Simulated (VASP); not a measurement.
# Si31Sn (P1) in VASP: single point with PBEsol

Aim: the single point of Si31Sn with PBEsol.

Everything below comes from runs of VASP 6.6.1. Logs are shortened: lines on timing, memory, paths and dates and some standing lists are left out, and cuts for length are marked.

### 1 The cell of the first run

The typed cell holds 64 atoms: a = 10.948 Å, b = 10.948 Å, c = 10.948 Å, α = 90.00°, β = 90.00°, γ = 90.00°.

### 2 Single point, PBEsol

INCAR reads:

```
SYSTEM = Si31Sn
PREC     = Accurate       ! precision mode
ENCUT    = 500            ! plane-wave cutoff, eV
EDIFF    = 1E-6           ! SCF threshold, eV
ISMEAR   = -1             ! smearing method
SIGMA    = 0.05           ! smearing width, eV
LREAL    = Auto         
LASPH    = .True.         ! aspherical terms in the spheres
NELM     = 120            ! most SCF steps
ALGO     = Normal         ! electronic algorithm
ISIF     = 2              ! what is computed and relaxed
LWAVE    = .False.        ! write WAVECAR
LCHARG   = .False.        ! write CHGCAR
GGA      = PS             ! functional
NBANDS   = 176            ! bands
GGA_COMPAT= .False.
```

KPOINTS reads:

```
Automatic mesh
0
Gamma
  1 1 1
  0.5 0.5 0.5
```

POSCAR reads:

```
Si31Sn
1.0
   10.9478363709      0.0000000000      0.0000000000
    0.0000000000     10.9478363709      0.0000000000
    0.0000000000      0.0000000000     10.9478363709
Si Sn
62 2
Direct
    0.0002860000      0.0003830000      0.0001230000
    0.9987030000      0.9991380000      0.5001090000
    0.9986000000      0.5004110000      0.0014540000
    0.0001740000      0.5001690000      0.5003300000
    0.5003560000      0.0015840000      0.0038630000
    0.4997090000      0.0027310000      0.4978330000
    0.4997070000      0.4975620000      0.0029410000
    0.5091320000      0.5065460000      0.4885320000
    0.1251480000      0.1252500000      0.1250040000
    0.1213610000      0.1241120000      0.6248500000
    0.1237500000      0.6253030000      0.1266190000
    0.1223760000      0.6280500000      0.6255760000
    0.6250990000      0.1265650000      0.1265040000
    0.6274410000      0.1228990000      0.6255710000
    0.6249480000      0.6254500000      0.1251280000
    0.6366800000      0.6191590000      0.6160820000
    0.2501710000      0.2502530000      0.0002570000
    0.2415370000      0.2419770000      0.4916510000
    0.2473750000      0.7515350000      0.0041950000
    0.2476380000      0.7506900000      0.4977350000
    0.7514010000      0.2504510000      0.0014940000
    0.7501620000      0.2502590000      0.5002850000
    0.7524300000      0.7504920000      0.0025410000
    0.7540870000      0.7515380000      0.4974950000
    0.3749640000      0.3739360000      0.1264950000
    0.3752550000      0.8753490000      0.1252960000
    0.3663420000      0.8839670000      0.6164280000
    0.8750680000      0.3754280000      0.1251620000
    0.8764000000      0.3739540000      0.6250600000
    0.8762890000      0.8753200000      0.1263830000
    0.8751910000      0.8753570000      0.6253600000
    0.2500360000      0.9991310000      0.2488460000
    0.2477060000      0.0027420000      0.7497370000
    0.2502090000      0.5002090000      0.2501860000
    0.2384700000      0.5065210000      0.7592940000
    0.7499860000      0.0004050000      0.2503110000
    0.7537790000      0.0015680000      0.7505040000
    0.7513880000      0.5003840000      0.2487510000
    0.7527820000      0.4975860000      0.7497440000
    0.3747670000      0.1240940000      0.3715260000
    0.3754320000      0.1229010000      0.8775040000
    0.3754350000      0.6280730000      0.3724130000
    0.3660060000      0.6191160000      0.8868760000
    0.8748520000      0.1252420000      0.3752180000
    0.8764460000      0.1265230000      0.8752600000
    0.8765350000      0.6252550000      0.3739280000
    0.8749730000      0.6254580000      0.8750050000
    0.9988540000      0.2503000000      0.2489680000
    0.9999630000      0.2503120000      0.7500240000
    0.0000820000      0.7502480000      0.2502370000
    0.9987580000      0.7516700000      0.7502730000
    0.4998890000      0.2503100000      0.2500980000
    0.5088350000      0.2416420000      0.7589340000
    0.5001860000      0.7516830000      0.2488530000
    0.1227220000      0.3751680000      0.3727720000
    0.1210570000      0.3741480000      0.8778800000
    0.1237660000      0.8752360000      0.3738710000
    0.1249870000      0.8753850000      0.8750330000
    0.6277620000      0.3741500000      0.3711870000
    0.6275160000      0.3749640000      0.8776040000
    0.6249780000      0.8753920000      0.3750670000
    0.6336050000      0.8837340000      0.8837270000
    0.3753930000      0.3758120000      0.6254960000
    0.4997670000      0.7498470000      0.7499280000
```

Potentials or basis: VASP PAW PBE potentials, release 64 (Si, Sn_d).

Launch:

```bash
$ cat potpaw_PBE.64/Si/POTCAR potpaw_PBE.64/Sn_d/POTCAR > POTCAR
$ mpirun -np 1 vasp_std > vasp.out
```

OUTCAR:

```text
SYSTEM = Si31Sn
   PREC = Accurate
   ENCUT = 500
   EDIFF = 1E-6
   ISMEAR = -1
   LREAL = Auto
   LASPH = .True.
   NELM = 120
   ISIF = 2
   GGA = PS

 ion  position               nearest neighbor table
   1  0.000  0.000  0.000-   9 2.37  58 2.37  45 2.37  30 2.37
   2  0.999  0.999  0.500-  10 2.35  31 2.35  44 2.37  57 2.37
   3  0.999  0.500  0.001-  28 2.35  56 2.35  47 2.37  11 2.37
   4  0.000  0.500  0.500-  29 2.37  46 2.37  55 2.37  12 2.37
   5  0.500  0.002  0.004-  62 2.35  13 2.35  41 2.36  26 2.36
   6  0.500  0.003  0.498-  27 2.35  40 2.36  61 2.37  14 2.38
[... 56 lines left out ...]
  63  0.375  0.376  0.625-  53 2.53  35 2.54   8 2.54  18 2.54
  64  0.500  0.750  0.750-  27 2.53  43 2.54  16 2.54  62 2.54

  LATTYP: Found a simple cubic cell.
 ALAT       =    10.9478363709

  Lattice vectors:

 A1 = (  10.9478363709,   0.0000000000,   0.0000000000)
 A2 = (   0.0000000000,  10.9478363709,   0.0000000000)
 A3 = (   0.0000000000,   0.0000000000,  10.9478363709)

Analysis of symmetry for initial positions (statically):
=====================================================================
 Subroutine PRICEL returns:
 Original cell was already a primitive cell.

 Routine SETGRP: Setting up the symmetry group for a
 simple cubic supercell.

 Subroutine GETGRP returns: Found  1 space group operations
 (whereof  1 operations were pure point group operations)
 out of a pool of 48 trial point group operations.

The static configuration has the point symmetry C_1 .

Analysis of symmetry for dynamics (positions and initial velocities):
=====================================================================
 Subroutine PRICEL returns:
 Original cell was already a primitive cell.

 Routine SETGRP: Setting up the symmetry group for a
 simple cubic supercell.

 Subroutine GETGRP returns: Found  1 space group operations
 (whereof  1 operations were pure point group operations)
 out of a pool of 48 trial point group operations.

The dynamic configuration has the point symmetry C_1 .

 Subroutine INISYM returns: Found  1 space group operations
 (whereof  1 operations are pure point group operations),
 and found     1 'primitive' translations

----------------------------------------------------------------------------------------

                                     Primitive cell

  volume of cell :    1312.1543

  direct lattice vectors                    reciprocal lattice vectors
    10.947836371  0.000000000  0.000000000     0.091342249  0.000000000  0.000000000
     0.000000000 10.947836371  0.000000000     0.000000000  0.091342249  0.000000000
     0.000000000  0.000000000 10.947836371     0.000000000  0.000000000  0.091342249

  length of vectors
    10.947836371 10.947836371 10.947836371     0.091342249  0.091342249  0.091342249

  position of ions in fractional coordinates (direct lattice)
     0.000286000  0.000383000  0.000123000
     0.998703000  0.999138000  0.500109000
     0.998600000  0.500411000  0.001454000
     0.000174000  0.500169000  0.500330000
     0.500356000  0.001584000  0.003863000
     0.499709000  0.002731000  0.497833000
[... 56 lines left out ...]
     0.375393000  0.375812000  0.625496000
     0.499767000  0.749847000  0.749928000

  ion indices of the primitive-cell ions
   primitive index   ion index
                 1           1
                 2           2
                 3           3
                 4           4
                 5           5
                 6           6
[... 56 lines left out ...]
                63          63
                64          64

----------------------------------------------------------------------------------------

 KPOINTS: Automatic mesh

Automatic generation of k-mesh.
 Grid dimensions read from file:
 generate k-points for:    1    1    1

 Generating k-lattice:

  Cartesian coordinates                     Fractional coordinates (reciprocal lattice)
     0.091342249  0.000000000  0.000000000     1.000000000  0.000000000  0.000000000
     0.000000000  0.091342249  0.000000000     0.000000000  1.000000000  0.000000000
     0.000000000  0.000000000  0.091342249     0.000000000  0.000000000  1.000000000

  Length of vectors
     0.091342249  0.091342249  0.091342249

  Shift w.r.t. Gamma in fractional coordinates (k-lattice)
     0.500000000  0.500000000  0.500000000

 Subroutine IBZKPT returns following result:
 ===========================================

 Found      1 irreducible k-points:

 Following reciprocal coordinates:
            Coordinates               Weight
  0.500000  0.500000  0.500000      1.000000
   k-points           NKPTS =      1   k-points in BZ     NKDIM =      1   number of bands    NBANDS=    176
   number of dos      NEDOS =    301   number of ions     NIONS =     64
   total plane-waves  NPLWV = 512000
   dimension x,y,z NGX =    80 NGY =   80 NGZ =   80
   dimension x,y,z NGXF=   160 NGYF=  160 NGZF=  160
   ions per type =              62   2
   NGX,Y,Z   is equivalent  to a cutoff of  12.15, 12.15, 12.15 a.u.
   NGXF,Y,Z  is equivalent  to a cutoff of  24.30, 24.30, 24.30 a.u.
 SYSTEM =  Si31Sn
   PREC   = accura    normal or accurate (medium, high low for compatibility)
   ISTART =      0    job   : 0-new  1-cont  2-samecut
   ICHARG =      2    charge: 1-file 2-atom 10-const
   ISPIN  =      1    spin polarized calculation?
   LNONCOLLINEAR =      F non collinear calculations
   LSORBIT =      F    spin-orbit coupling
   LASPH  =      T    aspherical Exc in radial PAW
   ENCUT  =  500.0 eV  36.75 Ry    6.06 a.u.  19.96 19.96 19.96*2*pi/ulx,y,z
   NELM   =    120;   NELMIN=  2; NELMDL= -5     # of ELM steps
   EDIFF  = 0.1E-05   stopping-criterion for ELM
   LREAL  =      T    real-space projection
   EDIFFG = 0.1E-04   stopping-criterion for IOM
   NSW    =      0    number of steps for IOM
   IBRION =     -1    ionic relax: 0-MD 1-quasi-New 2-CG
   NFREE  =      0    steps in history (QN), initial steepest desc. (CG)
   ISIF   =      2    stress and relaxation
   ISYM   =      2    0-nonsym 1-usesym 2-fastsym
   POTIM  = 0.5000    time-step for ionic-motion
   TEBEG  =    0.0;   TEEND  =   0.0 temperature during run
   PSTRESS=    0.0 pullay stress
   NELECT =     276.0000    total number of electrons
   NUPDOWN=      -1.0000    fix difference up-down
   EMIN   =  10.00;   EMAX   =-10.00  energy-range for DOS
   EFERMI =   0.00;   METHOD = LEGACY
   ISMEAR =    -1;   SIGMA  =   0.05  broadening in eV -4-tet -1-fermi 0-gaus
   EFERMI_NEDOS =   21; number of points for ismear=-14 and -15
   IALGO  =     38    algorithm
   IMIX   =      4    mixing-type and parameters
     AMIX     =   0.40;   BMIX     =  1.00
     AMIX_MAG =   1.60;   BMIX_MAG =  1.00
  volume/ion in A,a.u.               =      20.50       138.36
  Fermi-wavevector in a.u.,A,eV,Ry     =   0.973605  1.839847 12.897059  0.947907
  Thomas-Fermi vector in A             =   2.103998
   LORBIT       =      0    0 simple, 1 ext, 2 COOP (PROOUT), +10 PAW based schemes
   GGA     = PS    functional components
   LHFCALC =     F    Hartree Fock is set to
   AEXX    =    0.0000 exact exchange contribution
   IVDW    =     0    specifies the selected vdW correction
   LEPSILON=     F    determine dielectric tensor
   LRPA    =     F    only Hartree local field effects (RPA)
 non-spin polarized calculation
  energy-cutoff  :      500.00
  volume of cell :     1312.15
 maximum number of plane-waves:     33168
 NGX is ok and might be reduce to    80
   NGX = 39   NGY = 39   NGZ = 39

 number of electron     275.9999974 magnetization

 Free energy of the ion-electron system (eV)
  ---------------------------------------------------
  ext. energy  EPLUGINS =         0.00000000
  ---------------------------------------------------
  free energy    TOTEN  =      -358.24224749 eV

  energy without entropy =     -358.24224723  energy(sigma->0) =     -358.24224736

 E-fermi :   6.1299     XC(G=0):  -9.5116

 val. band max:        5.2624206216   @ k =   0.5000   0.5000   0.5000
 cond. band min:       7.0514550733   @ k =   0.5000   0.5000   0.5000
 fundamental gap:      1.7890344517
 Fermi energy:         6.1299368056

 k-point     1 :       0.5000    0.5000    0.5000
  band No.  band energies     occupation
      1     -15.0811      2.00000
      2     -15.0800      2.00000
      3     -15.0800      2.00000
      4     -15.0799      2.00000
      5     -15.0797      2.00000
      6     -15.0776      2.00000
[... 142 lines left out ...]
    149       7.1122      0.00000
    150       7.1171      0.00000
 [bands above 150 left out]

------------------------ aborting loop because EDIFF is reached ----------------------------------------

  FORCE on cell =-STRESS in cart. coord.  units (eV):
  Direction    XX          YY          ZZ          XY          YZ          ZX
  --------------------------------------------------------------------------------------
  -------------------------------------------------------------------------------------
  Total        0.7162755      0.6007391      0.7158086     -0.0091796     -0.0040120     -0.1199098
  in kB        0.8745925      0.7335193      0.8740225     -0.0112086     -0.0048987     -0.1464133
  external PRESSURE =       0.8273781 kB  Pullay stress =       0.0000000 kB

 VOLUME and BASIS-vectors are now :
 -----------------------------------------------------------------------------
  energy-cutoff  :      500.00
  volume of cell :     1312.15
      direct lattice vectors                 reciprocal lattice vectors
    10.947836371  0.000000000  0.000000000     0.091342249  0.000000000  0.000000000
     0.000000000 10.947836371  0.000000000     0.000000000  0.091342249  0.000000000
     0.000000000  0.000000000 10.947836371     0.000000000  0.000000000  0.091342249

 POSITION                                       TOTAL-FORCE (eV/Angst)
 -----------------------------------------------------------------------------------
      0.00313      0.00419      0.00135        -0.001014     -0.000358     -0.000086
     10.93364     10.93840      5.47511        -0.004175     -0.002919     -0.000928
     10.93251      5.47842      0.01592        -0.003771     -0.000154      0.006017
      0.00190      5.47577      5.47753        -0.000144      0.001693      0.000377
      5.47782      0.01734      0.04229         0.000919     -0.002055     -0.000758
      5.47073      0.02990      5.45019         0.001177      0.001359     -0.002266
[... 56 lines left out ...]
      4.10974      4.11433      6.84783         0.003116      0.008947      0.004095
      5.47137      8.20920      8.21009        -0.014480     -0.009184     -0.003931
 -----------------------------------------------------------------------------------
    total drift:                               -0.004587      0.026707      0.012119

  FREE ENERGIE OF THE ION-ELECTRON SYSTEM (eV)
  ---------------------------------------------------
  free  energy   TOTEN  =      -358.2422474863 eV

  energy  without entropy=     -358.2422472313  energy(sigma->0) =     -358.24224736
```

Wall time 3.9 min (1 thread of Intel Xeon Platinum 8375C at 2.90GHz (Ice Lake), shared host); peak memory 0.97 GiB.

Results:

```yaml
Free_energy: -358.2422 eV
Pressure: 0.1 GPa
Largest_force: 0.018 eV/Å
Band_gap_on_the_k_mesh: 1.79 eV
```

Forces in eV/Å, atoms in the order of the input:
```
Si  -0.001  0.000  0.000
Si  -0.004 -0.003 -0.001
Si  -0.004  0.000  0.006
Si   0.000  0.002  0.000
Si   0.001 -0.002 -0.001
Si   0.001  0.001 -0.002
Si   0.003  0.001 -0.002
Si  -0.004 -0.006  0.003
Si   0.000  0.000  0.001
Si  -0.001  0.000  0.000
Si  -0.005 -0.001  0.006
Si   0.001 -0.003 -0.002
Si   0.001  0.005  0.007
Si   0.003 -0.003 -0.001
Si   0.000  0.000  0.000
Si  -0.003  0.003  0.005
Si   0.000  0.001  0.000
Si   0.003  0.003  0.001
Si   0.003  0.002 -0.001
Si  -0.002 -0.002 -0.001
Si   0.005 -0.002  0.005
Si   0.000  0.000  0.000
Si   0.003 -0.001  0.001
Si   0.000  0.001  0.002
Si  -0.002 -0.005  0.006
Si  -0.001  0.001 -0.001
Si   0.002 -0.002  0.001
Si  -0.001  0.000 -0.001
Si   0.007 -0.005  0.000
Si   0.006  0.001  0.006
Si   0.000  0.000 -0.001
Si   0.000 -0.002 -0.003
Si  -0.001  0.001  0.003
Si   0.000  0.000  0.001
Si   0.003 -0.004 -0.006
Si   0.001  0.000  0.000
Si  -0.001 -0.002  0.001
Si   0.005  0.001 -0.005
Si   0.001  0.001  0.002
Si   0.000 -0.002 -0.003
Si  -0.001 -0.003  0.003
Si  -0.001 -0.003  0.001
Si   0.004  0.004 -0.005
Si   0.001  0.000  0.000
Si   0.004  0.007  0.000
Si   0.005  0.000 -0.005
Si   0.002  0.001  0.000
Si  -0.004  0.003 -0.005
Si  -0.001  0.001  0.000
Si   0.002  0.000  0.001
Si  -0.006  0.007  0.001
Si   0.000  0.000  0.001
Si  -0.003  0.003 -0.004
Si   0.001  0.008 -0.005
Si  -0.005 -0.001 -0.002
Si   0.000 -0.004 -0.002
Si  -0.006  0.002 -0.005
Si   0.001  0.002  0.001
Si  -0.003 -0.004 -0.001
Si   0.002  0.000  0.001
Si   0.000  0.002  0.000
Si  -0.001 -0.003 -0.002
Sn   0.003  0.009  0.004
Sn  -0.014 -0.009 -0.004
```

Levels at points of the mesh, in eV from the valence-band top:
```
           k point  band 136  band 137  band 138  band 139  band 140  band 141
(0.50, 0.50, 0.50)     -0.04     -0.04      0.00      1.79      1.80      1.82
```

Caveat: the k points lie up to 0.57 Å⁻¹ apart; the PAW data sets were made with another functional, which shifts forces and pressure a little; spin-orbit coupling is left out, which moves the levels of the heavy elements.
